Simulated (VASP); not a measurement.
# YLuAs2 (R-3m) in VASP: further runs

Aim: see how the results for YLuAs2 move with the level of theory and the settings. Levels: PBE, r2SCAN. Tasks: single point.

All numbers are computed with VASP 6.6.1; they aren't measurements. Logs are shortened: lines on timing, memory, paths and dates and some standing lists are left out, and cuts for length are marked.

## 1. The cell of the first run

Symmetry: R-3m, No. 166, trigonal system. Conventional cell: a = 4.075 Å, b = 4.075 Å, c = 19.947 Å, α = 90.00°, β = 90.00°, γ = 120.00°. Y (site symmetry -3m) has 6 As at 2.90 Å within 3.8 Å. Within 3.8 Å of Lu (site symmetry -3m) lie 6 As at 2.86 Å. Within 3.8 Å of As (site symmetry 3m) lie 3 Lu at 2.86 Å and 3 Y at 2.90 Å.

## 2. Single point, PBE

Input file INCAR:

```
SYSTEM = YLuAs2
PREC = Accurate ; ENCUT = 520
EDIFF = 1E-7 ; ISMEAR = -1
SIGMA = 0.02 ; LREAL = .False.
LASPH = .True. ; NELM = 60
ALGO = Normal ; ISIF = 2
LWAVE = .False. ; LCHARG = .True.
GGA = PE ; LELF = .True.
LVHAR = .True. ; NBANDS = 31
```

Input file KPOINTS:

```
regular mesh
0
Gamma
  6 6 6
  0 0 0
```

Input file POSCAR:

```
YLuAs2
1.0
    2.0377118134      1.1764734640      6.6489063717
   -2.0377118134      1.1764734640      6.6489063717
    0.0000000000     -2.3529469280      6.6489063717
Y Lu As
1 1 2
Direct
    1.0000000000      0.0000000000      0.0000000000
    0.5000000000      0.5000000000      0.5000000000
    0.2480702344      0.2480702344      0.2480702344
    0.7519297656      0.7519297656      0.7519297656
```

Potentials or basis: VASP PAW PBE potentials, release 64 (Y_sv, Lu, As).

Launch:

```bash
$ cat potpaw_PBE.64/Y_sv/POTCAR potpaw_PBE.64/Lu/POTCAR potpaw_PBE.64/As/POTCAR > POTCAR
$ mpirun -np 1 vasp_std > vasp.out
```

OUTCAR:

```text
SYSTEM = YLuAs2
   PREC = Accurate
   ENCUT = 520
   EDIFF = 1E-7
   ISMEAR = -1
   LREAL = .False.
   LASPH = .True.
   NELM = 60
   ISIF = 2
   GGA = PE

 ion  position               nearest neighbor table
   1  0.000  0.000  0.000-   4 2.90   4 2.90   3 2.90   3 2.90   4 2.90   3 2.90   2 4.07   2 4.07
                             2 4.07   2 4.07   2 4.07   2 4.07
   2  0.500  0.500  0.500-   3 2.86   3 2.86   4 2.86   4 2.86   3 2.86   4 2.86   1 4.07   1 4.07
                             1 4.07   1 4.07   1 4.07   1 4.07
   3  0.248  0.248  0.248-   2 2.86   2 2.86   2 2.86   1 2.90   1 2.90   1 2.90
   4  0.752  0.752  0.752-   2 2.86   2 2.86   2 2.86   1 2.90   1 2.90   1 2.90

  LATTYP: Found a trigonal (rhomboedric) cell.
 ALAT       =     7.0529649925
 COS(alpha) =     0.8330555192

  Lattice vectors:

 A1 = (   2.0377118134,   1.1764734640,   6.6489063717)
 A2 = (  -2.0377118134,   1.1764734640,   6.6489063717)
 A3 = (   0.0000000000,  -2.3529469280,   6.6489063717)

Analysis of symmetry for initial positions (statically):
=====================================================================
 Subroutine PRICEL returns:
 Original cell was already a primitive cell.

 Routine SETGRP: Setting up the symmetry group for a
 trigonal (rhombohedral) supercell.

 Subroutine GETGRP returns: Found 12 space group operations
 (whereof 12 operations were pure point group operations)
 out of a pool of 12 trial point group operations.

The static configuration has the point symmetry D_3d.

Analysis of symmetry for dynamics (positions and initial velocities):
=====================================================================
 Subroutine PRICEL returns:
 Original cell was already a primitive cell.

 Routine SETGRP: Setting up the symmetry group for a
 trigonal (rhombohedral) supercell.

 Subroutine GETGRP returns: Found 12 space group operations
 (whereof 12 operations were pure point group operations)
 out of a pool of 12 trial point group operations.

The dynamic configuration has the point symmetry D_3d.

 Subroutine INISYM returns: Found 12 space group operations
 (whereof 12 operations are pure point group operations),
 and found     1 'primitive' translations

----------------------------------------------------------------------------------------

                                     Primitive cell

  volume of cell :      95.6371

  direct lattice vectors                    reciprocal lattice vectors
     2.037711813  1.176473464  6.648906372     0.245373265  0.141666320  0.050133558
    -2.037711813  1.176473464  6.648906372    -0.245373265  0.141666320  0.050133558
     0.000000000 -2.352946928  6.648906372     0.000000000 -0.283332641  0.050133558

  length of vectors
     7.052964993  7.052964993  7.052964993     0.287733834  0.287733834  0.287733834

  position of ions in fractional coordinates (direct lattice)
     0.000000000  0.000000000  0.000000000
     0.500000000  0.500000000  0.500000000
     0.248070234  0.248070234  0.248070234
     0.751929766  0.751929766  0.751929766

  ion indices of the primitive-cell ions
   primitive index   ion index
                 1           1
                 2           2
                 3           3
                 4           4

----------------------------------------------------------------------------------------

 KPOINTS: regular mesh

Automatic generation of k-mesh.
 Grid dimensions read from file:
 generate k-points for:    6    6    6

 Generating k-lattice:

  Cartesian coordinates                     Fractional coordinates (reciprocal lattice)
     0.040895544  0.023611053  0.008355593     0.166666667 -0.000000000 -0.000000000
    -0.040895544  0.023611053  0.008355593    -0.000000000  0.166666667 -0.000000000
     0.000000000 -0.047222107  0.008355593    -0.000000000 -0.000000000  0.166666667

  Length of vectors
     0.047955639  0.047955639  0.047955639

  Shift w.r.t. Gamma in fractional coordinates (k-lattice)
     0.000000000  0.000000000  0.000000000

 Subroutine IBZKPT returns following result:
 ===========================================

 Found     32 irreducible k-points:

 Following reciprocal coordinates:
            Coordinates               Weight
  0.000000  0.000000  0.000000      1.000000
  0.166667  0.000000 -0.000000      6.000000
  0.333333  0.000000  0.000000      6.000000
  0.500000  0.000000 -0.000000      3.000000
  0.166667  0.166667  0.000000      6.000000
  0.333333  0.166667 -0.000000     12.000000
[... 16 lines left out ...]
  0.500000  0.500000  0.166667      6.000000
 -0.333333  0.500000  0.166667     12.000000
 [... further k-points ...]
   k-points           NKPTS =     32   k-points in BZ     NKDIM =     32   number of bands    NBANDS=     31
   number of dos      NEDOS =    301   number of ions     NIONS =      4
   total plane-waves  NPLWV = 157464
   dimension x,y,z NGX =    54 NGY =   54 NGZ =   54
   dimension x,y,z NGXF=   108 NGYF=  108 NGZF=  108
[... 39 lines left out ...]
[... 5 lines left out ...]
 non-spin polarized calculation
  energy-cutoff  :      520.00
  volume of cell :       95.64
 maximum number of plane-waves:      2598
 NGX is ok and might be reduce to    54
   NGX = 27   NGY = 27   NGZ = 27

 number of electron      45.9999997 magnetization

 Free energy of the ion-electron system (eV)
  ---------------------------------------------------
  ext. energy  EPLUGINS =         0.00000000
  ---------------------------------------------------
  free energy    TOTEN  =       -26.27975022 eV

  energy without entropy =      -26.27903123  energy(sigma->0) =      -26.27939073

 E-fermi :   3.7537     XC(G=0): -10.3310

 val. band max:        3.7399608863   @ k =  -0.3333   0.3333   0.3333
 cond. band min:       3.8937502595   @ k =  -0.3333  -0.3333   0.1667
 fundamental gap:      0.1537893733
 Fermi energy:         3.7537332052

 k-point     1 :       0.0000    0.0000    0.0000
  band No.  band energies     occupation
      1     -52.2520      2.00000
      2     -38.6700      2.00000
      3     -22.9483      2.00000
      4     -22.8952      2.00000
      5     -22.8952      2.00000
      6     -18.7220      2.00000
[... 23 lines left out ...]
     30       7.5287      0.00000
     31       7.7506      0.00000

 k-point     2 :       0.1667    0.0000   -0.0000
  band No.  band energies     occupation
      1     -52.2516      2.00000
      2     -38.6677      2.00000
      3     -22.9437      2.00000
      4     -22.9169      2.00000
      5     -22.9001      2.00000
      6     -18.7129      2.00000
[... 23 lines left out ...]
     30       7.5571      0.00000
     31       7.5713      0.00000

 k-point     3 :       0.3333    0.0000    0.0000
  band No.  band energies     occupation
      1     -52.2506      2.00000
      2     -38.6631      2.00000
      3     -22.9600      2.00000
      4     -22.9340      2.00000
      5     -22.9099      2.00000
      6     -18.7364      2.00000
[... 23 lines left out ...]
     30       8.2651      0.00000
     31       8.3915      0.00000

 k-point     4 :       0.5000    0.0000   -0.0000
  band No.  band energies     occupation
      1     -52.2501      2.00000
      2     -38.6608      2.00000
      3     -22.9811      2.00000
      4     -22.9293      2.00000
      5     -22.9148      2.00000
      6     -18.7757      2.00000
[... 23 lines left out ...]
     30       8.5434      0.00000
     31       9.0416      0.00000

 k-point     5 :       0.1667    0.1667    0.0000
  band No.  band energies     occupation
      1     -52.2516      2.00000
      2     -38.6677      2.00000
      3     -22.9436      2.00000
      4     -22.9169      2.00000
      5     -22.9001      2.00000
      6     -18.7131      2.00000
[... 23 lines left out ...]
     30       7.9329      0.00000
     31       7.9747      0.00000
[... 542 lines left out ...]
     30       8.5162      0.00000
     31       9.0678      0.00000

 k-point    22 :      -0.1667    0.3333    0.1667
  band No.  band energies     occupation
      1     -52.2501      2.00000
      2     -38.6608      2.00000
      3     -22.9700      2.00000
      4     -22.9299      2.00000
      5     -22.9259      2.00000
      6     -18.7541      2.00000
[... 23 lines left out ...]
     30       8.6048      0.00000
     31       8.8258      0.00000

 k-point    23 :       0.5000    0.5000    0.1667
  band No.  band energies     occupation
      1     -52.2506      2.00000
      2     -38.6631      2.00000
      3     -22.9602      2.00000
      4     -22.9341      2.00000
      5     -22.9099      2.00000
      6     -18.7357      2.00000
[... 23 lines left out ...]
     30       8.5556      0.00000
     31       8.6484      0.00000

 k-point    24 :      -0.3333    0.5000    0.1667
  band No.  band energies     occupation
      1     -52.2501      2.00000
      2     -38.6608      2.00000
      3     -22.9701      2.00000
      4     -22.9300      2.00000
      5     -22.9258      2.00000
      6     -18.7536      2.00000
[... 23 lines left out ...]
     30       8.4393      0.00000
     31       8.8791      0.00000

 [... further k-points ...]
[... 5 lines left out ...]
  --------------------------------------------------------------------------------------
  -------------------------------------------------------------------------------------
  Total        0.1009122      0.1009122      0.0967807      0.0000000     -0.0000000      0.0000000
  in kB        1.6905488      1.6905488      1.6213362      0.0000000     -0.0000000      0.0000000
  external PRESSURE =       1.6674780 kB  Pullay stress =       0.0000000 kB

 VOLUME and BASIS-vectors are now :
 -----------------------------------------------------------------------------
  energy-cutoff  :      520.00
  volume of cell :       95.64
      direct lattice vectors                 reciprocal lattice vectors
     2.037711813  1.176473464  6.648906372     0.245373265  0.141666320  0.050133558
    -2.037711813  1.176473464  6.648906372    -0.245373265  0.141666320  0.050133558
     0.000000000 -2.352946928  6.648906372     0.000000000 -0.283332641  0.050133558

 POSITION                                       TOTAL-FORCE (eV/Angst)
 -----------------------------------------------------------------------------------
      0.00000      0.00000      0.00000        -0.000000     -0.000000     -0.000000
      0.00000      0.00000      9.97336         0.000000     -0.000000     -0.000000
      0.00000      0.00000      4.94819        -0.000000     -0.000000      0.022392
      0.00000      0.00000     14.99853        -0.000000      0.000000     -0.022392
 -----------------------------------------------------------------------------------
    total drift:                                0.000000     -0.000000      0.000000

  FREE ENERGIE OF THE ION-ELECTRON SYSTEM (eV)
  ---------------------------------------------------
  free  energy   TOTEN  =       -26.2797502217 eV

  energy  without entropy=      -26.2790312285  energy(sigma->0) =      -26.27939073
```

Run time: 3.2 min. Hardware: 1 thread of Intel Xeon 6975P-C (Granite Rapids), shared host; peak memory 0.47 GiB.

What came out:

| Item | Value |
| --- | --- |
| Free energy | -26.2798 eV |
| Pressure | 0.2 GPa |
| Largest force | 0.022 eV/Å |
| Band gap on the k mesh | zero (bands 23 and 24 overlap by 1.00 eV) |

Forces on the atoms (eV/Å):
```
Y    0.000  0.000  0.000
Lu   0.000  0.000  0.000
As   0.000  0.000  0.022
As   0.000  0.000 -0.022
```

Levels at points of the mesh, in eV from the Fermi level:
```csv
k point,band 19,band 20,band 21,band 22,band 23,band 24,band 25,band 26,band 27,band 28
"(0.00, 0.00, 0.00)",-1.96,-1.96,0.62,0.62,0.63,1.53,1.53,1.53,2.33,2.33
"(0.50, 0.00, 0.00)",-3.42,-2.27,-2.10,-1.48,-1.40,1.52,1.64,4.04,4.26,4.28
"(0.50, 0.50, 0.00)",-2.94,-1.96,-1.95,-0.74,-0.72,-0.37,3.36,3.41,3.79,3.92
"(0.50, 0.50, 0.50)",-2.40,-1.19,-1.19,-1.09,-1.09,2.13,2.22,2.36,2.36,2.66
```

Caveat: spin-orbit coupling is left out, which moves the levels of the heavy elements.

## 3. Single point, r2SCAN

This run uses another cell than the first one, of 23.79 Å³/atom.

Input file POSCAR:

```
YLuAs2
1.0
    2.0351943587      1.1750200108      6.6326431875
   -2.0351943587      1.1750200108      6.6326431875
    0.0000000000     -2.3500400217      6.6326431875
Y Lu As
1 1 2
Direct
    1.0000000000      0.0000000000      0.0000000000
    0.5000000000      0.5000000000      0.5000000000
    0.2478776991      0.2478776991      0.2478776991
    0.7521223009      0.7521223009      0.7521223009
```

Input file INCAR.step1:

```
SYSTEM = YLuAs2
PREC = Accurate ; ENCUT = 520
ISMEAR = -1 ; SIGMA = 0.02
LREAL = .FALSE. ; LASPH = .TRUE.
NELM = 60 ; NBANDS = 31
GGA = PE ; ALGO = Normal
EDIFF = 1E-4 ; LWAVE = .TRUE.
LCHARG = .FALSE.
```

Input file INCAR.step2:

```
SYSTEM = YLuAs2
PREC = Accurate ; ENCUT = 520
EDIFF = 1E-7 ; ISMEAR = -1
SIGMA = 0.02 ; LREAL = .FALSE.
LASPH = .TRUE. ; NELM = 60
ALGO = Normal ; ISIF = 2
LWAVE = .FALSE. ; LCHARG = .FALSE.
METAGGA = R2SCAN ; LMIXTAU = .TRUE.
NBANDS = 31 ; ISTART = 1
```

Input file KPOINTS:

```
Automatic mesh
0
G
  6 6 6
  0 0 0
```

Potentials or basis: VASP PAW PBE potentials, release 64 (Y_sv, Lu, As).

Launch:

```bash
$ cat potpaw_PBE.64/Y_sv/POTCAR potpaw_PBE.64/Lu/POTCAR potpaw_PBE.64/As/POTCAR > POTCAR
$ cp INCAR.step1 INCAR
$ mpirun -np 1 vasp_std > vasp.out
$ cp INCAR.step2 INCAR
$ mpirun -np 1 vasp_std > vasp.out
```

Wall time 13 min (1 thread of Intel Xeon 6975P-C (Granite Rapids), shared host); peak memory 0.52 GiB.

Results (log left out):

- Free energy: -94.8122 eV
- Pressure: 0.2 GPa
- Largest force: 0.032 eV/Å
- Band gap on the k mesh: zero (bands 23 and 24 overlap by 0.70 eV)

Forces on the atoms (eV/Å):
```
Y    0.000  0.000  0.000
Lu   0.000  0.000  0.000
As   0.000  0.000  0.032
As   0.000  0.000 -0.032
```

Levels at points of the mesh, in eV from the Fermi level:
```tsv
k point	band 19	band 20	band 21	band 22	band 23	band 24	band 25	band 26	band 27	band 28
(0.00, 0.00, 0.00)	-2.26	-2.26	0.38	0.38	0.40	1.64	1.64	1.65	2.39	2.39
(0.50, 0.00, 0.00)	-3.71	-2.55	-2.38	-1.77	-1.69	1.64	1.78	4.26	4.53	4.56
(0.50, 0.50, 0.00)	-3.28	-2.25	-2.24	-1.03	-1.00	-0.30	3.50	3.75	4.08	4.15
(0.50, 0.50, 0.50)	-2.60	-1.46	-1.46	-1.33	-1.33	2.33	2.44	2.51	2.51	2.80
```

Caveat: the PAW data sets were made with another functional, which shifts forces and pressure a little; spin-orbit coupling is left out, which moves the levels of the heavy elements.

## 4. Single point, PBE

This run uses another cell than the first one, of 23.79 Å³/atom.

Input file INCAR:

```
ALGO     = Normal         # electronic algorithm
EDIFF    = 1E-7           # SCF threshold, eV
ENCUT    = 520            # plane-wave cutoff, eV
GGA      = PE             # functional
ISIF     = 2              # what is computed and relaxed
ISMEAR   = -1             # smearing method
LASPH    = T              # aspherical terms in the spheres
LCHARG   = F              # write CHGCAR
LREAL    = F              # projectors in reciprocal space
LWAVE    = F              # write WAVECAR
NBANDS   = 31             # bands
NELM     = 100            # most SCF steps
PREC     = Accurate       # precision mode
SIGMA    = 0.02           # smearing width, eV
```

Input file KPOINTS:

```
k-points
0
Gamma
  8 8 8
```

POSCAR is that of step 3.

Launch:

```bash
$ cat potpaw_PBE.64/Y_sv/POTCAR potpaw_PBE.64/Lu/POTCAR potpaw_PBE.64/As/POTCAR > POTCAR
$ mpirun -np 1 vasp_std > vasp.out
```

Run time: 8.6 min. Hardware: 1 thread of Intel Xeon 6975P-C (Granite Rapids), shared host; peak memory 0.56 GiB.

Results (log left out):

```yaml
Free_energy: -26.2836 eV
Pressure: 0.5 GPa
Largest_force: 0.062 eV/Å
Band_gap_on_the_k_mesh: zero (bands 23 and 24 overlap by 1.03 eV)
```

Forces on the atoms (eV/Å):
```
Y    0.000  0.000  0.000
Lu   0.000  0.000  0.000
As   0.000  0.000  0.062
As   0.000  0.000 -0.062
```

Stress tensor (GPa, compression positive):
```
0.51 0.00 0.00
0.00 0.51 0.00
0.00 0.00 0.63
```

Levels at points of the mesh, in eV from the Fermi level:
| k point | band 21 | band 22 | band 23 | band 24 | band 25 | band 26 |
| --- | --- | --- | --- | --- | --- | --- |
| (0.00, 0.00, 0.00) | 0.62 | 0.62 | 0.64 | 1.52 | 1.52 | 1.53 |
| (0.50, 0.00, 0.00) | -2.11 | -1.49 | -1.41 | 1.51 | 1.64 | 4.05 |
| (0.50, 0.50, 0.00) | -1.96 | -0.74 | -0.72 | -0.39 | 3.37 | 3.42 |
| (0.50, 0.50, 0.50) | -1.21 | -1.09 | -1.09 | 2.13 | 2.23 | 2.36 |

Caveat: spin-orbit coupling is left out, which moves the levels of the heavy elements.

## 5. Single point, r2SCAN

This run uses another cell than the first one, of 23.79 Å³/atom.

POSCAR is that of step 4.

Input file INCAR.step1:

```
SYSTEM = YLuAs2
PREC     = Accurate       ! precision mode
ENCUT    = 520            ! plane-wave cutoff, eV
ISMEAR   = -1             ! smearing method
SIGMA    = 0.02           ! smearing width, eV
LREAL    = .FALSE.        ! projectors in reciprocal space
LASPH    = .TRUE.         ! aspherical terms in the spheres
NELM     = 60             ! most SCF steps
NBANDS   = 31             ! bands
GGA      = PE             ! functional
ALGO     = Normal         ! electronic algorithm
EDIFF    = 1E-4           ! SCF threshold, eV
LWAVE    = .TRUE.         ! write WAVECAR
LCHARG   = .FALSE.        ! write CHGCAR
```

Input file INCAR.step2:

```
SYSTEM = YLuAs2
PREC     = Accurate       ! precision mode
ENCUT    = 520            ! plane-wave cutoff, eV
EDIFF    = 1E-6           ! SCF threshold, eV
ISMEAR   = -1             ! smearing method
SIGMA    = 0.02           ! smearing width, eV
LREAL    = .FALSE.        ! projectors in reciprocal space
LASPH    = .TRUE.         ! aspherical terms in the spheres
NELM     = 60             ! most SCF steps
ALGO     = Normal         ! electronic algorithm
ISIF     = 2              ! what is computed and relaxed
LWAVE    = .FALSE.        ! write WAVECAR
LCHARG   = .FALSE.        ! write CHGCAR
METAGGA  = R2SCAN         ! meta-GGA
LMIXTAU  = .TRUE.       
NBANDS   = 31             ! bands
ISTART   = 1
```

Input file KPOINTS:

```
Automatic mesh
0
G
  8 8 8
  0 0 0
```

Launch:

```bash
$ cat potpaw_PBE.64/Y_sv/POTCAR potpaw_PBE.64/Lu/POTCAR potpaw_PBE.64/As/POTCAR > POTCAR
$ cp INCAR.step1 INCAR
$ mpirun -np 1 vasp_std > vasp.out
$ cp INCAR.step2 INCAR
$ mpirun -np 1 vasp_std > vasp.out
```

Run time: 22 min. Hardware: 1 thread of Intel Xeon 6975P-C (Granite Rapids), shared host; peak memory 0.6 GiB.

The run converged. Its results:

| Item | Value |
| --- | --- |
| Free energy | -94.8174 eV |
| Pressure | 0.2 GPa |
| Largest force | 0.031 eV/Å |
| Band gap on the k mesh | zero (bands 23 and 24 overlap by 0.70 eV) |

Forces on the atoms (eV/Å):
```
Y    0.000  0.000  0.000
Lu   0.000  0.000  0.000
As   0.000  0.000  0.031
As   0.000  0.000 -0.031
```

Stress tensor (GPa, compression positive):
```
0.10 0.00 0.00
0.00 0.10 0.00
0.00 0.00 0.29
```

Levels at points of the mesh, in eV from the Fermi level:
```
           k point  band 21  band 22  band 23  band 24  band 25  band 26
(0.00, 0.00, 0.00)     0.44     0.44     0.46     1.70     1.70     1.72
(0.50, 0.00, 0.00)    -2.32    -1.70    -1.63     1.71     1.84     4.33
(0.50, 0.50, 0.00)    -2.17    -0.97    -0.94    -0.24     3.56     3.81
(0.50, 0.50, 0.50)    -1.40    -1.27    -1.27     2.39     2.51     2.58
```

Caveat: the PAW data sets were made with another functional, which shifts forces and pressure a little; spin-orbit coupling is left out, which moves the levels of the heavy elements.

## 6. Summary

```tsv
level	cell	k mesh	gap on the mesh (eV)	pressure (GPa)	largest force (eV/Å)
PBE	a = 7.053 Å, angles 33.6°, 4 atoms, atomic positions A	6 × 6 × 6	none	0.2	0.02
r2SCAN	a = 7.037 Å, angles 33.6°, 4 atoms, atomic positions B	6 × 6 × 6	none	0.2	0.03
PBE	a = 7.037 Å, angles 33.6°, 4 atoms, atomic positions B	8 × 8 × 8	none	0.5	0.06
r2SCAN	a = 7.037 Å, angles 33.6°, 4 atoms, atomic positions B	8 × 8 × 8	none	0.2	0.03
```

Alike in all rows: task single point; potentials or basis VASP PAW PBE potentials, release 64 (Y_sv, Lu, As); no spin polarisation; cutoff (eV) 520; smearing fermi-dirac 0.02 eV.

Caveats: spin-orbit coupling is left out, which moves the levels of the heavy elements; the PAW data sets were made with another functional, which shifts forces and pressure a little (at least some runs).

Absolute energies hang on the potentials; compare differences alone.

The gap in the log of VASP goes by the Fermi energy; the results here count the filled bands.